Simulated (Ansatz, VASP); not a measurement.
**As: VASP beside Ansatz**

The input INCAR:

```
SYSTEM = As
ALGO     = Normal         ! electronic algorithm
EDIFF    = 1E-6           ! SCF threshold, eV
ENCUT    = 520            ! plane-wave cutoff, eV
GGA      = PS             ! functional
ISIF     = 2              ! what is computed and relaxed
ISMEAR   = -1             ! smearing method
LASPH    = .TRUE.         ! aspherical terms in the spheres
LCHARG   = .FALSE.        ! write CHGCAR
LREAL    = .FALSE.        ! projectors in reciprocal space
LWAVE    = .FALSE.        ! write WAVECAR
NBANDS   = 12             ! bands
NELM     = 80             ! most SCF steps
PREC     = Accurate       ! precision mode
SIGMA    = 0.05           ! smearing width, eV
```

KPOINTS

```
k-points
0
G
  7 7 7
  0 0 0
```

File POSCAR:

```
As
1.0
    1.8996048677      1.0967373817      3.5140619945
   -1.8996048677      1.0967373817      3.5140619945
    0.0000000000     -2.1934747634      3.5140619945
As
2
Direct
    0.2260000000      0.2260000000      0.2260000000
    0.7740000000      0.7740000000      0.7740000000
```

The input input.yaml:

```yaml
crystal:
  lattice:
    - [1.8996048677, 1.0967373817, 3.5140619945]
    - [-1.8996048677, 1.0967373817, 3.5140619945]
    - [0.0, -2.1934747634, 3.5140619945]
  atoms:
    - { symbol: As, position: [0.226, 0.226, 0.226] }
    - { symbol: As, position: [0.774, 0.774, 0.774] }
hamiltonian:
  xc: pbesol
  pseudopotentials: { kind: paw }
kpoints:
  mp_grid: { grid: [7, 7, 7] }
scf:
  occupations: { method: fermi_dirac, width: 0.05 }
output:
  forces: true
  stress: true
  eigenvalues: true
```

Alike in both runs: task single point; functional PBEsol; k mesh 7 × 7 × 7; occupations fermi-dirac, width 0.05 eV; no spin polarisation.

|  | VASP | Ansatz |
| --- | --- | --- |
| version | VASP 6.6.1 | Ansatz 0.2.0 |
| potentials or method | VASP PAW PBE potentials, release 64 (As) | Ansatz PAW |
| plane-wave cutoff (eV) | 520 | 420 |
| valence electrons in the cell | 10 | 30 |

Ansatz gave:

| Item | Value |
| --- | --- |
| gap on the k mesh at the Fermi level (eV) | 0.03 |
| least direct gap on the mesh (eV) | 0.67 |
| pressure (GPa) | -1.5 |
| traceless stress, the component that is largest in VASP (GPa) | 0.01 |
| rms of the force components (eV/Å) | 0.133 |

Problem. Estimate VASP's values.

Solution. gap on the k mesh at the Fermi level (eV): 0.04; least direct gap on the mesh (eV): 0.67; pressure (GPa): -1.1; traceless stress, the component that is largest in VASP (GPa): -0.12; rms of the force components (eV/Å): 0.168.

VASP's potentials were made for PBE, not for PBEsol. Atom by atom the forces differ by 0.036 eV/Å (rms over components). VASP's potentials hold 10 valence electrons a cell and Ansatz's 30, so a difference there can come from the potentials and not from the codes.

Noted on Ansatz's run: odd divisions of the mesh miss points on the zone boundary, where band edges often lie, so the gap on the mesh can be too wide.
